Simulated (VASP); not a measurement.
# Na3Ag5Cl8 (P1) in VASP: single point with r2SCAN

Aim: the single point of Na3Ag5Cl8 with r2SCAN.

All numbers are computed with VASP 6.6.1; they aren't measurements. Logs are shortened: lines on timing, memory, paths and dates and some standing lists are left out, and cuts for length are marked.

### 1 The cell of the first run

The typed cell holds 64 atoms: a = 11.000 Å, b = 11.000 Å, c = 11.000 Å, α = 90.00°, β = 90.00°, γ = 90.00°.

### 2 Single point, r2SCAN

The input, POSCAR:

```
Na3Ag5Cl8
1.0
   10.9999460000      0.0000000000      0.0000000000
    0.0000000000     10.9999460000      0.0000000000
    0.0000000000      0.0000000000     10.9999460000
Cl Ag Na
32 20 12
Direct
    0.2444040000      0.9964520000      0.0016840000
    0.2550110000      0.9941560000      0.5007370000
    0.2472640000      0.5066600000      0.0011490000
    0.2499860000      0.5012550000      0.5007180000
    0.7510500000      0.0005660000      0.0011030000
    0.7508880000      0.0021720000      0.5014560000
    0.7505540000      0.5009540000      0.9937680000
    0.7498250000      0.4984780000      0.5010130000
    0.9948560000      0.2510060000      0.9940840000
    0.0000310000      0.2491160000      0.5025650000
    0.9990710000      0.7510370000      0.9929170000
    0.0007480000      0.7492980000      0.5021910000
    0.5045020000      0.2527390000      0.9998650000
    0.5078540000      0.2458730000      0.5006350000
    0.5015510000      0.7453340000      0.9997970000
    0.4966650000      0.7527010000      0.5033990000
    0.0029860000      0.0001310000      0.2490850000
    0.0053040000      0.0009490000      0.7551010000
    0.0020870000      0.5002020000      0.2483900000
    0.0023430000      0.4992190000      0.7561340000
    0.4938670000      0.0000520000      0.2540810000
    0.4951350000      0.0006850000      0.7490880000
    0.4940770000      0.5002020000      0.2477220000
    0.4968090000      0.4994430000      0.7557170000
    0.2540490000      0.2498710000      0.2495690000
    0.2531300000      0.2503530000      0.7496860000
    0.2579820000      0.7493450000      0.2499750000
    0.2502980000      0.7493030000      0.7501620000
    0.7458890000      0.2509430000      0.2492480000
    0.7492710000      0.2564230000      0.7491480000
    0.7478670000      0.7506540000      0.2490190000
    0.7487620000      0.7475470000      0.7550980000
    0.9972020000      0.0006780000      0.0020910000
    0.9984880000      0.5014830000      0.0020430000
    0.5031640000      0.9991110000      0.5015600000
    0.4985930000      0.4992140000      0.0014630000
    0.2505530000      0.7514440000      0.9996660000
    0.2484280000      0.7474670000      0.5001770000
    0.7494950000      0.2511120000      0.9989820000
    0.7542050000      0.2505030000      0.4991360000
    0.7502150000      0.7503730000      0.0020840000
    0.2485400000      0.9994070000      0.2515720000
    0.2502120000      0.9994690000      0.7510620000
    0.2482300000      0.4997460000      0.2509460000
    0.2496800000      0.5002110000      0.7511890000
    0.7496560000      0.5021850000      0.7471810000
    0.0015270000      0.2504760000      0.7483310000
    0.9996490000      0.7497620000      0.7476900000
    0.4997910000      0.2502500000      0.2505100000
    0.5015200000      0.2503920000      0.7502120000
    0.5027190000      0.7501650000      0.2518750000
    0.4989020000      0.7497960000      0.7517700000
    0.0047390000      0.9989640000      0.5038760000
    0.0008950000      0.4993260000      0.5054190000
    0.4964590000      0.9976700000      0.0014350000
    0.4989140000      0.4994440000      0.5031040000
    0.2498610000      0.2529740000      0.9984850000
    0.2559500000      0.2469020000      0.5005530000
    0.7472500000      0.7502180000      0.5035330000
    0.7462770000      0.0016230000      0.2506910000
    0.7501150000      0.0034400000      0.7522130000
    0.7459650000      0.4999840000      0.2442910000
    0.9999760000      0.2503140000      0.2466390000
    0.0061230000      0.7500860000      0.2443880000
```

The input, INCAR.step1:

```
  ALGO = Normal
  EDIFF = 1E-4
  ENCUT = 520
  GGA = PE
  ISMEAR = -1
  LASPH = T
  LCHARG = F
  LREAL = Auto
  LWAVE = T
  NBANDS = 302
  NELM = 80
  PREC = Accurate
  SIGMA = 0.05
```

The input, INCAR.step2:

```
  ALGO = Normal
  EDIFF = 1E-6
  ENCUT = 520
  ISIF = 2
  ISMEAR = -1
  ISTART = 1
  LASPH = T
  LCHARG = F
  LMIXTAU = T
  LREAL = Auto
  LWAVE = F
  METAGGA = R2SCAN
  NBANDS = 302
  NELM = 80
  PREC = Accurate
  SIGMA = 0.05
```

The input, KPOINTS:

```
k-points
0
Gamma
  1 1 1
```

Potentials or basis: VASP PAW PBE potentials, release 64 (Cl, Ag, Na_pv).

The run is started by

```sh
$ cat potpaw_PBE.64/Cl/POTCAR potpaw_PBE.64/Ag/POTCAR potpaw_PBE.64/Na_pv/POTCAR > POTCAR
$ cp INCAR.step1 INCAR
$ mpirun -np 1 vasp_gam > vasp.out
$ cp INCAR.step2 INCAR
$ mpirun -np 1 vasp_gam > vasp.out
```

OUTCAR:

```text
EDIFF = 1E-6
   ENCUT = 520
   ISIF = 2
   ISMEAR = -1
   ISTART = 1
   LASPH = T
   LREAL = Auto
   METAGGA = R2SCAN
   NELM = 80
   PREC = Accurate

 ion  position               nearest neighbor table
   1  0.244  0.996  0.002-  37 2.70  33 2.72  42 2.75  43 2.76
   2  0.255  0.994  0.501-  38 2.71  35 2.73  42 2.74  43 2.75
   3  0.247  0.507  0.001-  37 2.69  34 2.74  44 2.75  45 2.75  36 2.77
   4  0.250  0.501  0.501-  38 2.71  44 2.75  45 2.76
   5  0.751  0.001  0.001-  33 2.71  41 2.75  39 2.76
   6  0.751  0.002  0.501-  35 2.73  40 2.73
   7  0.751  0.501  0.994-  46 2.71  34 2.73  41 2.75  39 2.75  36 2.77
   8  0.750  0.498  0.501-  46 2.71  40 2.73
   9  0.995  0.251  0.994-  39 2.70  47 2.70  33 2.76  34 2.76
  10  0.000  0.249  0.503-  47 2.70  40 2.70
  11  0.999  0.751  0.993-  48 2.70  41 2.74  34 2.75  33 2.75  37 2.77
  12  0.001  0.749  0.502-  48 2.70  38 2.72
  13  0.505  0.253  1.000-  39 2.69  36 2.71  50 2.75  49 2.76
  14  0.508  0.246  0.501-  40 2.71  35 2.71  50 2.75  49 2.75
  15  0.502  0.745  1.000-  36 2.71  52 2.73  41 2.74  37 2.76  51 2.77
  16  0.497  0.753  0.503-  35 2.71  38 2.73  52 2.73  51 2.77
  17  0.003  0.000  0.249-  42 2.70  33 2.72
[... 33 lines left out ...]
  51  0.503  0.750  0.252-  27 2.69  31 2.70  21 2.75  23 2.75  16 2.77  15 2.77
  52  0.499  0.750  0.752-  15 2.73  16 2.73  28 2.73  32 2.75  24 2.75  22 2.76
  53  0.005  0.999  0.504-
  54  0.001  0.499  0.505-
  55  0.496  0.998  0.001-
  56  0.499  0.499  0.503-
  57  0.250  0.253  0.998-
  58  0.256  0.247  0.501-
  59  0.747  0.750  0.504-
  60  0.746  0.002  0.251-
  61  0.750  0.003  0.752-
  62  0.746  0.500  0.244-
  63  1.000  0.250  0.247-
  64  0.006  0.750  0.244-

  LATTYP: Found a simple cubic cell.
 ALAT       =    10.9999460000

  Lattice vectors:

 A1 = (  10.9999460000,   0.0000000000,   0.0000000000)
 A2 = (   0.0000000000,  10.9999460000,   0.0000000000)
 A3 = (   0.0000000000,   0.0000000000,  10.9999460000)

Analysis of symmetry for initial positions (statically):
=====================================================================
 Subroutine PRICEL returns:
 Original cell was already a primitive cell.

 Routine SETGRP: Setting up the symmetry group for a
 simple cubic supercell.

 Subroutine GETGRP returns: Found  1 space group operations
 (whereof  1 operations were pure point group operations)
 out of a pool of 48 trial point group operations.

The static configuration has the point symmetry C_1 .

Analysis of symmetry for dynamics (positions and initial velocities):
=====================================================================
 Subroutine PRICEL returns:
 Original cell was already a primitive cell.

 Routine SETGRP: Setting up the symmetry group for a
 simple cubic supercell.

 Subroutine GETGRP returns: Found  1 space group operations
 (whereof  1 operations were pure point group operations)
 out of a pool of 48 trial point group operations.

The dynamic configuration has the point symmetry C_1 .

 Subroutine INISYM returns: Found  1 space group operations
 (whereof  1 operations are pure point group operations),
 and found     1 'primitive' translations

----------------------------------------------------------------------------------------

                                     Primitive cell

  volume of cell :    1330.9804

  direct lattice vectors                    reciprocal lattice vectors
    10.999946000  0.000000000  0.000000000     0.090909537  0.000000000  0.000000000
     0.000000000 10.999946000  0.000000000     0.000000000  0.090909537  0.000000000
     0.000000000  0.000000000 10.999946000     0.000000000  0.000000000  0.090909537

  length of vectors
    10.999946000 10.999946000 10.999946000     0.090909537  0.090909537  0.090909537

  position of ions in fractional coordinates (direct lattice)
     0.244404000  0.996452000  0.001684000
     0.255011000  0.994156000  0.500737000
     0.247264000  0.506660000  0.001149000
     0.249986000  0.501255000  0.500718000
     0.751050000  0.000566000  0.001103000
     0.750888000  0.002172000  0.501456000
[... 56 lines left out ...]
     0.999976000  0.250314000  0.246639000
     0.006123000  0.750086000  0.244388000

  ion indices of the primitive-cell ions
   primitive index   ion index
                 1           1
                 2           2
                 3           3
                 4           4
                 5           5
                 6           6
[... 56 lines left out ...]
                63          63
                64          64

----------------------------------------------------------------------------------------

 KPOINTS: k-points

Automatic generation of k-mesh.
 Grid dimensions read from file:
 generate k-points for:    1    1    1

 Generating k-lattice:

  Cartesian coordinates                     Fractional coordinates (reciprocal lattice)
     0.090909537  0.000000000  0.000000000     1.000000000  0.000000000  0.000000000
     0.000000000  0.090909537  0.000000000     0.000000000  1.000000000  0.000000000
     0.000000000  0.000000000  0.090909537     0.000000000  0.000000000  1.000000000

  Length of vectors
     0.090909537  0.090909537  0.090909537

  Shift w.r.t. Gamma in fractional coordinates (k-lattice)
     0.000000000  0.000000000  0.000000000

 Subroutine IBZKPT returns following result:
 ===========================================

 Found      1 irreducible k-points:

 Following reciprocal coordinates:
            Coordinates               Weight
  0.000000  0.000000  0.000000      1.000000
   k-points           NKPTS =      1   k-points in BZ     NKDIM =      1   number of bands    NBANDS=    302
   number of dos      NEDOS =    301   number of ions     NIONS =     64
   total plane-waves  NPLWV = 592704
   dimension x,y,z NGX =    84 NGY =   84 NGZ =   84
   dimension x,y,z NGXF=   168 NGYF=  168 NGZF=  168
   ions per type =              32  20  12
   NGX,Y,Z   is equivalent  to a cutoff of  12.70, 12.70, 12.70 a.u.
   NGXF,Y,Z  is equivalent  to a cutoff of  25.39, 25.39, 25.39 a.u.
 SYSTEM =  unknown system
   PREC   = accura    normal or accurate (medium, high low for compatibility)
   ISTART =      1    job   : 0-new  1-cont  2-samecut
   ICHARG =      0    charge: 1-file 2-atom 10-const
   ISPIN  =      1    spin polarized calculation?
   LNONCOLLINEAR =      F non collinear calculations
   LSORBIT =      F    spin-orbit coupling
   LASPH  =      T    aspherical Exc in radial PAW
   ENCUT  =  520.0 eV  38.22 Ry    6.18 a.u.  20.45 20.45 20.45*2*pi/ulx,y,z
   NELM   =     80;   NELMIN=  2; NELMDL=  0     # of ELM steps
   EDIFF  = 0.1E-05   stopping-criterion for ELM
   LREAL  =      T    real-space projection
   EDIFFG = 0.1E-04   stopping-criterion for IOM
   NSW    =      0    number of steps for IOM
   IBRION =     -1    ionic relax: 0-MD 1-quasi-New 2-CG
   NFREE  =      0    steps in history (QN), initial steepest desc. (CG)
   ISIF   =      2    stress and relaxation
   ISYM   =      2    0-nonsym 1-usesym 2-fastsym
   POTIM  = 0.5000    time-step for ionic-motion
   TEBEG  =    0.0;   TEEND  =   0.0 temperature during run
   PSTRESS=    0.0 pullay stress
   NELECT =     528.0000    total number of electrons
   NUPDOWN=      -1.0000    fix difference up-down
   EMIN   =  10.00;   EMAX   =-10.00  energy-range for DOS
   EFERMI =   0.00;   METHOD = LEGACY
   ISMEAR =    -1;   SIGMA  =   0.05  broadening in eV -4-tet -1-fermi 0-gaus
   EFERMI_NEDOS =   21; number of points for ismear=-14 and -15
   IALGO  =     38    algorithm
   IMIX   =      4    mixing-type and parameters
     AMIX     =   0.40;   BMIX     =  1.00
     AMIX_MAG =   1.60;   BMIX_MAG =  1.00
  volume/ion in A,a.u.               =      20.80       140.34
  Fermi-wavevector in a.u.,A,eV,Ry     =   1.202898  2.273148 19.687145  1.446964
  Thomas-Fermi vector in A             =   2.338667
   LORBIT       =      0    0 simple, 1 ext, 2 COOP (PROOUT), +10 PAW based schemes
   METAGGA = R2SCAN    functional components
   LHFCALC =     F    Hartree Fock is set to
   AEXX    =    0.0000 exact exchange contribution
   IVDW    =     0    specifies the selected vdW correction
   LEPSILON=     F    determine dielectric tensor
   LRPA    =     F    only Hartree local field effects (RPA)
 non-spin polarized calculation
  energy-cutoff  :      520.00
  volume of cell :     1330.98
 maximum number of plane-waves:     17913
 NGX is ok and might be reduce to    84
   NGX = 41   NGY = 41   NGZ = 41

 number of electron     528.0000054 magnetization

 Free energy of the ion-electron system (eV)
  ---------------------------------------------------
  ext. energy  EPLUGINS =         0.00000000
  ---------------------------------------------------
  free energy    TOTEN  =      -737.76177637 eV

  energy without entropy =     -737.76177637  energy(sigma->0) =     -737.76177637

 E-fermi :   4.0837     XC(G=0): -10.0254

 val. band max:        2.9810790665   @ k =   0.0000   0.0000   0.0000
 cond. band min:       5.1345222617   @ k =   0.0000   0.0000   0.0000
 fundamental gap:      2.1534431952
 Fermi energy:         4.0836750131

 k-point     1 :       0.0000    0.0000    0.0000
  band No.  band energies     occupation
      1     -20.7639      2.00000
      2     -20.7616      2.00000
      3     -20.7607      2.00000
      4     -20.7575      2.00000
      5     -20.7565      2.00000
      6     -20.7540      2.00000
[... 268 lines left out ...]
    275       7.9696      0.00000
    276       7.9804      0.00000
 [bands above 276 left out]

------------------------ aborting loop because EDIFF is reached ----------------------------------------

  FORCE on cell =-STRESS in cart. coord.  units (eV):
  Direction    XX          YY          ZZ          XY          YZ          ZX
  --------------------------------------------------------------------------------------
  -------------------------------------------------------------------------------------
  Total       15.5840855     15.0112041     15.2459976      0.1783888      0.1395537     -0.1214159
  in kB       18.7594562     18.0698460     18.3524804      0.2147368      0.1679888     -0.1461553
  external PRESSURE =      18.3939275 kB  Pullay stress =       0.0000000 kB

 VOLUME and BASIS-vectors are now :
 -----------------------------------------------------------------------------
  energy-cutoff  :      520.00
  volume of cell :     1330.98
      direct lattice vectors                 reciprocal lattice vectors
    10.999946000  0.000000000  0.000000000     0.090909537  0.000000000  0.000000000
     0.000000000 10.999946000  0.000000000     0.000000000  0.090909537  0.000000000
     0.000000000  0.000000000 10.999946000     0.000000000  0.000000000  0.090909537

 POSITION                                       TOTAL-FORCE (eV/Angst)
 -----------------------------------------------------------------------------------
      2.68843     10.96092      0.01852         0.165043      0.188338     -0.005118
      2.80511     10.93566      5.50808        -0.147549      0.174796      0.003570
      2.71989      5.57323      0.01264         0.020728     -0.204623      0.019038
      2.74983      5.51378      5.50787         0.002979     -0.171739     -0.006505
      8.26151      0.00623      0.01213        -0.177087      0.002420      0.003845
      8.25973      0.02389      5.51599         0.137641     -0.154230      0.009670
[... 56 lines left out ...]
     10.99968      2.75344      2.71302         0.001529     -0.010482      0.002822
      0.06735      8.25091      2.68825        -0.026572     -0.002759      0.018037
 -----------------------------------------------------------------------------------
    total drift:                               -0.033635      0.030464     -0.062689

  FREE ENERGIE OF THE ION-ELECTRON SYSTEM (eV)
  ---------------------------------------------------
  free  energy   TOTEN  =      -737.7617763732 eV

  energy  without entropy=     -737.7617763698  energy(sigma->0) =     -737.76177637
```

Wall time 70 min (1 thread of Intel Xeon 8259CL, shared host); peak memory 1.4 GiB.

Results:

```yaml
Free_energy: -737.7618 eV
Pressure: 1.8 GPa
Largest_force: 0.276 eV/Å
Band_gap_on_the_k_mesh: 2.15 eV
```

Forces in eV/Å, atoms in the order of the input:
```
Cl   0.165  0.188 -0.005
Cl  -0.148  0.175  0.004
Cl   0.021 -0.205  0.019
Cl   0.003 -0.172 -0.007
Cl  -0.177  0.002  0.004
Cl   0.138 -0.154  0.010
Cl  -0.031 -0.006  0.177
Cl  -0.003  0.158 -0.154
Cl   0.197 -0.025  0.191
Cl   0.177  0.001 -0.175
Cl   0.009  0.013  0.191
Cl  -0.138  0.005 -0.160
Cl  -0.202 -0.171  0.028
Cl  -0.183  0.161 -0.013
Cl  -0.013  0.183  0.031
Cl   0.163 -0.163 -0.024
Cl  -0.180  0.003  0.154
Cl  -0.195  0.000 -0.165
Cl  -0.179 -0.005  0.167
Cl  -0.038  0.008 -0.188
Cl   0.193  0.001 -0.160
Cl   0.196 -0.008  0.150
Cl   0.190 -0.009  0.165
Cl   0.048  0.006 -0.178
Cl  -0.186  0.004 -0.005
Cl  -0.028 -0.019  0.003
Cl  -0.197  0.006  0.003
Cl  -0.018  0.021 -0.013
Cl   0.186 -0.004  0.004
Cl   0.039 -0.180 -0.009
Cl   0.167 -0.006  0.155
Cl   0.016  0.183 -0.187
Ag   0.004  0.004  0.006
Ag   0.003 -0.006  0.018
Ag   0.010  0.000  0.001
Ag   0.002 -0.005  0.008
Ag   0.004  0.008 -0.002
Ag   0.006  0.002  0.000
Ag   0.005 -0.003 -0.003
Ag   0.005 -0.005  0.003
Ag   0.004  0.004  0.007
Ag  -0.013  0.004 -0.001
Ag   0.000 -0.002  0.006
Ag  -0.016 -0.003  0.003
Ag  -0.003 -0.001  0.002
Ag  -0.004  0.001 -0.004
Ag  -0.004 -0.006 -0.007
Ag   0.003  0.001 -0.011
Ag   0.001  0.000  0.004
Ag   0.000 -0.006 -0.002
Ag   0.017 -0.001 -0.002
Ag   0.009  0.002 -0.002
Na   0.005  0.021  0.013
Na  -0.023  0.014 -0.010
Na  -0.004  0.032 -0.048
Na   0.026  0.011 -0.006
Na   0.002 -0.012  0.019
Na  -0.012 -0.002 -0.011
Na   0.018 -0.005 -0.006
Na  -0.002 -0.027 -0.014
Na  -0.003 -0.003 -0.013
Na  -0.008  0.006  0.018
Na   0.002 -0.010  0.003
Na  -0.027 -0.003  0.018
```

Caveat: the k points lie up to 0.57 Å⁻¹ apart; the PAW data sets were made with another functional, which shifts forces and pressure a little; an odd mesh through Γ misses points on the zone boundary, where band edges can lie.
